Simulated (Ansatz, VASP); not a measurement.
## Two plane-wave programs on MoS

```xyz
4
Lattice="3.1415 0.0000 0.0000 -1.5708 2.7206 0.0000 0.0000 0.0000 32.3373" Properties=species:S:1:pos:R:3 pbc="T T T"
Mo    0.0000    0.0000    7.5000
Mo    0.0000    0.0000   24.8373
S     0.0000    1.8137    9.0581
S     0.0000    1.8137   23.2792
```

Alike in both runs: task relaxation of the atoms; functional PBEsol; k mesh 9 × 9 × 1; occupations gaussian, width 0.05 eV; no spin polarisation.

```csv
,VASP,Ansatz
version,VASP 6.6.1,Ansatz 0.2.0
potentials or method,"VASP PAW PBE potentials, release 64 (Mo_sv, S), cutoff 520 eV","scalar-relativistic, plane waves, PAW"
valence electrons in the cell,40,40
```

```tsv
	VASP	Ansatz	Ansatz less VASP
gap on the k mesh at the Fermi level, each at its own relaxed structure (eV)	0.07	0.07	+0.001
```

VASP's potentials were made for PBE, not for PBEsol. Ansatz's warnings: xc potential rough in thin density.
